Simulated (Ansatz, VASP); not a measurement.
**WSe2 in VASP and in Ansatz**

File INCAR:

```
ALGO     = Normal         # electronic algorithm
EDIFF    = 1E-6           # SCF threshold, eV
ENCUT    = 520            # plane-wave cutoff, eV
GGA      = PS             # functional
ISIF     = 2              # what is computed and relaxed
ISMEAR   = 0              # smearing method
LASPH    = T              # aspherical terms in the spheres
LCHARG   = T              # write CHGCAR
LELF     = T              # ELF
LREAL    = F              # projectors in reciprocal space
LVHAR    = T            
LWAVE    = F              # write WAVECAR
NBANDS   = 20             # bands
NELM     = 100            # most SCF steps
PREC     = Accurate       # precision mode
SIGMA    = 0.05           # smearing width, eV
```

File KPOINTS:

```
k-points
0
Gamma
  12 12 2
```

The input POSCAR:

```
WSe2
1.0
    3.3179375931      0.0000000000      0.0000000000
   -1.6589687966      2.8734182438      0.0000000000
    0.0000000000      0.0000000000     16.6581424200
W Se
1 2
Direct
    0.0000000000      0.0000000000      0.0000000000
    0.3063112617      0.7404923392      0.0997865200
    0.3063112617      0.7404923392      0.9002134800
```

Input for Ansatz:

```yaml
crystal:
  lattice:
    - [3.3179375931, 0.0, 0.0]
    - [-1.6589687966, 2.8734182438, 0.0]
    - [0.0, 0.0, 16.65814242]
  atoms:
    - { symbol: W, position: [0.0, 0.0, 0.0] }
    - { symbol: Se, position: [0.3063112617, 0.7404923392, 0.09978652] }
    - { symbol: Se, position: [0.3063112617, 0.7404923392, 0.90021348] }
basis:
  ecutwfc: 420
kpoints:
  mp_grid: { grid: [12, 12, 2] }
hamiltonian:
  xc: pbesol
scf:
  occupations: { method: gaussian, width: 0.05 }
output:
  forces: true
  stress: true
  eigenvalues: true
```

Change from the starting cell: all Se atoms moved -0.300 Å, as atom 2 along Cartesian [1 -1 0].

Alike in both runs: task single point; functional PBEsol; k mesh 12 × 12 × 2; occupations gaussian, width 0.05 eV; no spin polarisation.

|  | VASP | Ansatz |
| --- | --- | --- |
| version | VASP 6.6.1 | Ansatz 0.2.0 |
| potentials or method | VASP PAW PBE potentials, release 64 (W_sv, Se), cutoff 520 eV | scalar-relativistic, plane waves, PAW |
| valence electrons in the cell | 26 | 46 |

|  | VASP | Ansatz | Ansatz less VASP |
| --- | --- | --- | --- |
| gap on the k mesh at the Fermi level (eV) | 1.16 | 1.16 | +0.001 |
| least direct gap on the mesh (eV) | 1.42 | 1.43 | +0.005 |
| rms of the force components (eV/Å) | 2.315 | 2.296 | -0.0185 |

VASP's potentials were made for PBE, not for PBEsol. Atom by atom the forces differ by 0.033 eV/Å (rms over components). VASP's potentials hold 26 valence electrons a cell and Ansatz's 46, so a difference there can come from the potentials and not from the codes.

Neither program's run includes spin-orbit coupling.
